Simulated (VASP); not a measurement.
# W (Pm-3m) in VASP: a series of runs, part 2 of 2

VASP 6.6.1. The steps go on from the part before.

### Step 4. Relaxation of cell and atoms, PBE, target pressure 190 GPa, at which the enthalpy is minimised

This run uses another cell than the first one, of 12.15 Å³/atom, 0.984 times its volume.

Input file INCAR:

```
  ALGO = Normal
  EDIFF = 1E-6
  EDIFFG = -0.005
  ENCUT = 600
  GGA = PE
  IBRION = 2
  ISIF = 3
  ISMEAR = -1
  LASPH = True
  LCHARG = False
  LREAL = False
  LWAVE = False
  NELM = 100
  NSW = 60
  PREC = Accurate
  PSTRESS = 1900.0
  SIGMA = 0.1
```

Input file KPOINTS:

```
k-points
0
Gamma
  16 16 16
```

Input file POSCAR:

```
W
1.0
    2.2990591928      0.0000000000      0.0000000000
    0.0000000000      2.2990591928      0.0000000000
    0.0000000000      0.0000000000      2.2990591928
W
1
Direct
    0.0000000000      0.0000000000      0.0000000000
```

Run with:

```bash
$ cat potpaw_PBE.64/W_sv/POTCAR > POTCAR
$ mpirun -np 1 vasp_std > vasp.out
```

Wall time 42 s (1 thread of AMD EPYC 9R45 (Zen 5), shared host); peak memory 0.11 GiB.

Results (log left out):

| Quantity | Value |
| --- | --- |
| Free energy | -9.0042 eV |
| Relaxed volume | 12.48 Å³/atom |
| Relaxed cell | a = 2.319 Å, b = 2.319 Å, c = 2.319 Å, α = 90.00°, β = 90.00°, γ = 90.00° |
| Space group after relaxing (to 0.05 Å) | Pm-3m (No. 221) |
| Energy change on relaxing (the enthalpy is what falls) | -406.3 meV/atom |
| Ionic steps | 14 |
| Pressure after relaxing | 190.0 GPa |
| Band gap on the k mesh | zero (band 7 reaches 17.85 eV, above the bottom of band 8 at 13.49 eV) |

The path:
```
step  energy change (eV)  largest force (eV/Å)  pressure (GPa)  volume (Å³)
   1              0.0000                0.0000          213.63        12.15
   2             -2.5415                0.0000           51.43        15.58
   3             -0.4582                0.0000          186.93        12.52
   4             -0.4068                0.0000          189.90        12.48
   5             -0.3990                0.0000          190.34        12.47
   6             -0.3997                0.0000          190.39        12.47
   7             -0.4018                0.0000          190.25        12.47
   8             -0.4018                0.0000          190.21        12.47
   9             -0.4019                0.0000          190.21        12.47
  10             -0.4021                0.0000          190.21        12.47
  11             -0.4023                0.0000          190.20        12.47
  12             -0.4029                0.0000          190.20        12.47
  13             -0.4040                0.0000          190.19        12.47
  14             -0.4063                0.0000          189.99        12.48
```

Final structure:
```xyz
1
Lattice="2.3192 0.0000 0.0000 0.0000 2.3192 0.0000 0.0000 0.0000 2.3192" Properties=species:S:1:pos:R:3 pbc="T T T"
W     2.3192    2.3192    0.0000
```

Levels at points of the mesh, in eV from the Fermi level:
| k point | band 3 | band 4 | band 5 | band 6 | band 7 | band 8 | band 9 | band 10 | band 11 |
| --- | --- | --- | --- | --- | --- | --- | --- | --- | --- |
| (0.00, 0.00, 0.00) | -36.80 | -36.80 | -10.38 | -6.88 | -6.88 | 7.77 | 7.77 | 7.77 | 18.56 |
| (0.50, 0.00, 0.00) | -36.41 | -36.41 | -6.02 | -5.28 | -0.24 | 1.06 | 1.06 | 8.56 | 14.58 |
| (0.50, 0.50, 0.00) | -39.95 | -36.06 | -9.28 | -3.66 | 2.47 | 2.47 | 7.45 | 7.45 | 12.40 |
| (0.50, 0.50, 0.50) | -39.41 | -39.41 | -6.68 | -6.68 | -6.68 | 6.13 | 12.97 | 12.97 | 18.77 |

Caveat: the cell is relaxed towards a set pressure, so the enthalpy falls and the energy may rise; spin-orbit coupling is left out, which moves the levels of the heavy elements.

### Step 5. Relaxation of cell and atoms, PBE, target pressure 190 GPa, at which the enthalpy is minimised

Input file INCAR:

```
  ALGO = Normal
  EDIFF = 1E-6
  EDIFFG = -0.005
  ENCUT = 600
  GGA = PE
  IBRION = 2
  ISIF = 3
  ISMEAR = -1
  LASPH = T
  LCHARG = F
  LREAL = F
  LWAVE = F
  NELM = 60
  NSW = 32
  PREC = Accurate
  PSTRESS = 1900.0
  SIGMA = 0.1
```

KPOINTS is that of step 4.

Input file POSCAR:

```
W
1.0
    2.3127543083      0.0000000000      0.0000000000
    0.0000000000      2.3127543083      0.0000000000
    0.0000000000      0.0000000000      2.3127543083
W
1
Direct
    0.0000000000      0.0000000000      0.0000000000
```

Run with:

```bash
$ cat potpaw_PBE.64/W_sv/POTCAR > POTCAR
$ mpirun -np 1 vasp_std > vasp.out
```

It took 22 s on 1 thread of AMD EPYC 9R45 (Zen 5), shared host; peak memory 0.12 GiB.

Results (log left out):

```
Free energy                                            : -9.0039 eV
Relaxed volume                                         : 12.47 Å³/atom
Relaxed cell                                           : a = 2.319 Å, b = 2.319 Å, c = 2.319 Å, α = 90.00°, β = 90.00°, γ = 90.00°
Space group after relaxing (to 0.05 Å)                 : Pm-3m (No. 221)
Energy change on relaxing (the enthalpy is what falls) : -125.8 meV/atom
Ionic steps                                            : 4
Pressure after relaxing                                : 190.0 GPa
Band gap on the k mesh                                 : zero (band 7 reaches 17.85 eV, above the bottom of band 8 at 13.49 eV)
```

The path:
```
step  energy change (eV)  largest force (eV/Å)  pressure (GPa)  volume (Å³)
   1              0.0000                0.0000          197.32        12.37
   2             -1.0641                0.0000          133.95        13.41
   3             -0.1307                0.0000          189.71        12.48
   4             -0.1258                0.0000          189.96        12.47
```

Final structure:
```
CELL_PARAMETERS angstrom
2.31922 0.00000 0.00000
0.00000 2.31922 0.00000
0.00000 0.00000 2.31922
ATOMIC_POSITIONS crystal
W 0.00000 0.00000 0.00000
```

Levels at points of the mesh, in eV from the Fermi level:
```tsv
k point	band 5	band 6	band 7	band 8	band 9	band 10
(0.00, 0.00, 0.00)	-10.38	-6.88	-6.88	7.77	7.77	7.77
(0.50, 0.00, 0.00)	-6.02	-5.28	-0.24	1.06	1.06	8.56
(0.50, 0.50, 0.00)	-9.28	-3.66	2.47	2.47	7.45	7.45
(0.50, 0.50, 0.50)	-6.68	-6.68	-6.68	6.13	12.97	12.97
```

Caveat: the cell is relaxed towards a set pressure, so the enthalpy falls and the energy may rise; spin-orbit coupling is left out, which moves the levels of the heavy elements.

### Step 6. The runs side by side

| task | cell | cutoff (eV) | gap on the mesh (eV) | pressure (GPa) |
| --- | --- | --- | --- | --- |
| single point | a = 2.312 Å, 1 atom | 520 | none | 198.3 |
| single point | a = 2.313 Å, 1 atom | 520 | none | 197.3 |
| relaxation of cell and atoms | relaxed to 190 GPa from a = 2.299 Å, 1 atom | 600 | none | 190.0 |
| relaxation of cell and atoms | relaxed to 190 GPa from a = 2.313 Å, 1 atom | 600 | none | 190.0 |

Alike in all rows: level PBE; potentials or basis VASP PAW PBE potentials, release 64 (W_sv); no spin polarisation; k mesh 16 × 16 × 16; smearing fermi-dirac 0.1 eV.

Caveats: spin-orbit coupling is left out, which moves the levels of the heavy elements; the cell is relaxed towards a set pressure, so the enthalpy falls and the energy may rise (some runs).

Total energies depend on the potentials used, so only differences within one code and one set of settings carry meaning.
